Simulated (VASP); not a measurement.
# AlCo (WC type) (P-6m2) in VASP: a series of runs, part 3 of 3

VASP 6.6.1. The steps go on from the part before.

## 4. Single point, PBE

Input file INCAR:

```
SYSTEM = AlCo
PREC = Accurate ; ENCUT = 690
EDIFF = 1E-6 ; ISMEAR = -1
SIGMA = 0.08 ; LREAL = .FALSE.
LASPH = .TRUE. ; NELM = 120
ALGO = Normal ; ISIF = 2
LWAVE = .FALSE. ; LCHARG = .FALSE.
GGA = PE ; NBANDS = 17
GGA_COMPAT = .FALSE.
```

Input file KPOINTS:

```
regular mesh
0
G
  15 15 13
  0 0 0
```

Input file POSCAR:

```
AlCo
1.0
    2.5257615193      0.0000000000      0.0000000000
   -1.2628807597      2.1873736396      0.0000000000
    0.0000000000      0.0000000000      3.6088905824
Co Al
1 1
Direct
    0.0000000000      0.0000000000      0.0000000000
    0.3333333333      0.6666666667      0.5000000000
```

Potentials or basis: VASP PAW PBE potentials, release 64 (Co_sv, Al).

Started as:

```console
cat potpaw_PBE.64/Co_sv/POTCAR potpaw_PBE.64/Al/POTCAR > POTCAR
mpirun -np 1 vasp_std > vasp.out
```

OUTCAR:

```text
SYSTEM = AlCo
   PREC = Accurate
   ENCUT = 690
   EDIFF = 1E-6
   ISMEAR = -1
   LREAL = .FALSE.
   LASPH = .TRUE.
   NELM = 120
   ISIF = 2
   GGA = PE

 ion  position               nearest neighbor table
   1  0.000  0.000  0.000-   2 2.32   2 2.32   2 2.32   2 2.32   2 2.32   2 2.32
   2  0.333  0.667  0.500-   1 2.32   1 2.32   1 2.32   1 2.32   1 2.32   1 2.32

  LATTYP: Found a hexagonal cell.
 ALAT       =     2.5257615193
 C/A-ratio  =     1.4288326728

  Lattice vectors:

 A1 = (   2.5257615193,   0.0000000000,   0.0000000000)
 A2 = (  -1.2628807597,   2.1873736396,   0.0000000000)
 A3 = (   0.0000000000,   0.0000000000,   3.6088905824)

Analysis of symmetry for initial positions (statically):
=====================================================================
 Subroutine PRICEL returns:
 Original cell was already a primitive cell.

 Routine SETGRP: Setting up the symmetry group for a
 hexagonal supercell.

 Subroutine GETGRP returns: Found 12 space group operations
 (whereof 12 operations were pure point group operations)
 out of a pool of 24 trial point group operations.

The static configuration has the point symmetry D_3h.

Analysis of symmetry for dynamics (positions and initial velocities):
=====================================================================
 Subroutine PRICEL returns:
 Original cell was already a primitive cell.

 Routine SETGRP: Setting up the symmetry group for a
 hexagonal supercell.

 Subroutine GETGRP returns: Found 12 space group operations
 (whereof 12 operations were pure point group operations)
 out of a pool of 24 trial point group operations.

The dynamic configuration has the point symmetry D_3h.

 Subroutine INISYM returns: Found 12 space group operations
 (whereof 12 operations are pure point group operations),
 and found     1 'primitive' translations

----------------------------------------------------------------------------------------

[... 109 lines left out ...]
   IALGO  =     38    algorithm
   IMIX   =      4    mixing-type and parameters
     AMIX     =   0.40;   BMIX     =  1.00
     AMIX_MAG =   1.60;   BMIX_MAG =  1.00
  volume/ion in A,a.u.               =       9.97        67.28
  Fermi-wavevector in a.u.,A,eV,Ry     =   1.638784  3.096853 36.540001  2.685614
  Thomas-Fermi vector in A             =   2.729699
   LORBIT       =      0    0 simple, 1 ext, 2 COOP (PROOUT), +10 PAW based schemes
   GGA     = PE    functional components
   LHFCALC =     F    Hartree Fock is set to
   AEXX    =    0.0000 exact exchange contribution
   IVDW    =     0    specifies the selected vdW correction
   LEPSILON=     F    determine dielectric tensor
   LRPA    =     F    only Hartree local field effects (RPA)
 non-spin polarized calculation
  energy-cutoff  :      690.00
  volume of cell :       19.94
 maximum number of plane-waves:       844
 NGX is ok and might be reduce to    24
   NGX = 11   NGY = 11   NGZ = 15

 number of electron      19.9999990 magnetization

 Free energy of the ion-electron system (eV)
  ---------------------------------------------------
  ext. energy  EPLUGINS =         0.00000000
  ---------------------------------------------------
  free energy    TOTEN  =       -10.93689607 eV

  energy without entropy =      -10.90444199  energy(sigma->0) =      -10.92066903

 E-fermi :  13.5314     XC(G=0): -13.2760

 val. band max:       13.5246026744   @ k =   0.2000   0.0667   0.2308
 cond. band min:      13.5375792958   @ k =   0.3333   0.0667   0.3077
 fundamental gap:      0.0129766213
 Fermi energy:        13.5314031280

 k-point     1 :       0.0000    0.0000    0.0000
  band No.  band energies     occupation
      1     -81.3433      2.00000
      2     -44.5793      2.00000
      3     -44.5793      2.00000
      4     -44.5651      2.00000
      5       1.3258      2.00000
      6       9.2545      2.00000
[... 457 lines left out ...]
      4     -44.5317      2.00000
      5       8.1221      2.00000
      6       9.3676      2.00000
[... 9 lines left out ...]
     16      26.5851      0.00000
     17      27.3842      0.00000

 [... further k-points ...]

------------------------ aborting loop because EDIFF is reached ----------------------------------------

  FORCE on cell =-STRESS in cart. coord.  units (eV):
  Direction    XX          YY          ZZ          XY          YZ          ZX
  --------------------------------------------------------------------------------------
  -------------------------------------------------------------------------------------
  Total        6.1151822      6.1151822      6.1172927     -0.0000000      0.0000000      0.0000000
  in kB      491.3952481    491.3952480    491.5648420     -0.0000000      0.0000000      0.0000000
  external PRESSURE =     491.4517794 kB  Pullay stress =       0.0000000 kB

 VOLUME and BASIS-vectors are now :
 -----------------------------------------------------------------------------
  energy-cutoff  :      690.00
  volume of cell :       19.94
      direct lattice vectors                 reciprocal lattice vectors
     2.525761519  0.000000000  0.000000000     0.395920198  0.228584633  0.000000000
    -1.262880760  2.187373640  0.000000000     0.000000000  0.457169265  0.000000000
     0.000000000  0.000000000  3.608890582     0.000000000  0.000000000  0.277093466

 POSITION                                       TOTAL-FORCE (eV/Angst)
 -----------------------------------------------------------------------------------
      0.00000      0.00000      0.00000         0.000000     -0.000000      0.000000
     -0.00000      1.45825      1.80445        -0.000000      0.000000      0.000000
 -----------------------------------------------------------------------------------
    total drift:                                0.000000     -0.000000      0.000000

  FREE ENERGIE OF THE ION-ELECTRON SYSTEM (eV)
  ---------------------------------------------------
  free  energy   TOTEN  =       -10.9368960673 eV

  energy  without entropy=      -10.9044419912  energy(sigma->0) =      -10.92066903
```

stdout:

```text
POSCAR found type information on POSCAR CoAl
 POSCAR found :  2 types and       2 ions
 scaLAPACK will be used
 LDA part: xc-table for (Slater+PW92), standard interpolation
 POSCAR, INCAR and KPOINTS ok, starting setup
 FFT: planning ... GRIDC
 FFT: planning ... GRID_SOFT
 FFT: planning ... GRID
 WAVECAR not read
 entering main loop
```

It took 34 s on 1 thread of Intel Xeon 6975P-C (Granite Rapids), shared host; peak memory 0.22 GiB.

Results:

```yaml
Free_energy: -10.9369 eV
Pressure: 49.1 GPa
Band_gap_on_the_k_mesh: zero (bands 10 and 11 overlap by 2.01 eV)
```

Caveat: the cell stands under pressure; the run has no spin polarisation, though such a crystal can be magnetic. Spin polarisation is off, so any magnetic state and its effect on volume and gap are missing.

## 5. The runs side by side

| task | potentials or basis | cell | cutoff (eV) | gap on the mesh (eV) | pressure (GPa) |
| --- | --- | --- | --- | --- | --- |
| relaxation of cell and atoms | VASP PAW PBE potentials, release 64 (Co, Al) | relaxed to 50 GPa from a = 2.526, b = 2.526, c = 3.609 Å, angles 90.0, 90.0, 120.0°, 2 atoms | 600 | none | 49.9 |
| relaxation of cell and atoms | VASP PAW PBE potentials, release 64 (Co, Al) | relaxed to 50 GPa from a = 2.934, b = 2.934, c = 2.875 Å, angles 90.0, 90.0, 120.0°, 2 atoms | 600 | none | 50.0 |
| single point | VASP PAW PBE potentials, release 64 (Co_sv, Al) | a = 2.526, b = 2.526, c = 3.609 Å, angles 90.0, 90.0, 120.0°, 2 atoms | 690 | none | 49.1 |

Alike in all rows: level PBE; no spin polarisation; k mesh 15 × 15 × 13; smearing fermi-dirac 0.08 eV.

Caveats: the run has no spin polarisation, though such a crystal can be magnetic; the cell is relaxed towards a set pressure, so the run minimises the enthalpy, not the energy (at least some runs); a cell axis changed by over 15 % at a fixed basis, so the end point is rough (at least some runs); the cell stands under pressure (at least some runs).

Total energies depend on the potentials used, so only differences within one code and one set of settings carry meaning.
